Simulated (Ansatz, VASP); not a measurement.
# One calculation of Co, two programs

```xyz
1
Lattice="2.3374 0.0000 0.0000 0.0000 2.3374 0.0000 0.0000 0.0000 2.3374" Properties=species:S:1:pos:R:3 pbc="T T T"
Co    1.1687    1.1687    1.1687
```

Alike in both runs: task relaxation of cell and atoms; functional PBE; k mesh 24 × 24 × 24; occupations gaussian, width 0.1 eV; collinear spin.

|  | VASP | Ansatz |
| --- | --- | --- |
| version | VASP 6.6.1 | Ansatz 0.2.0 |
| potentials or method | VASP PAW PBE potentials, release 64 (Co), cutoff 600 eV | scalar-relativistic, plane waves, PAW |
| valence electrons in the cell | 9 | 17 |

Ansatz gave:

```
gap on the k mesh at the Fermi level, each at its own relaxed structure (eV) : none
net moment per atom (μB)                                                     : 1.89
size of the moment on the site where the two differ most (μB)                : 1.90
relaxed volume (Å³/atom)                                                     : 12.82
relaxed cell length with the largest relative difference (Å)                 : 2.340
```

**Question.** What did VASP give for the same quantities?

**Answer.** gap on the k mesh at the Fermi level, each at its own relaxed structure (eV): none; net moment per atom (μB): 1.86; size of the moment on the site where the two differ most (μB): 1.87; relaxed volume (Å³/atom): 12.74; relaxed cell length with the largest relative difference (Å): 2.335.

Site moments also hang on the region over which each program counts them. A gap of «none» marks a metal or a gap that the smearing closes. VASP's potentials hold 9 valence electrons a cell and Ansatz's 17, so a difference there can come from the potentials and not from the codes.
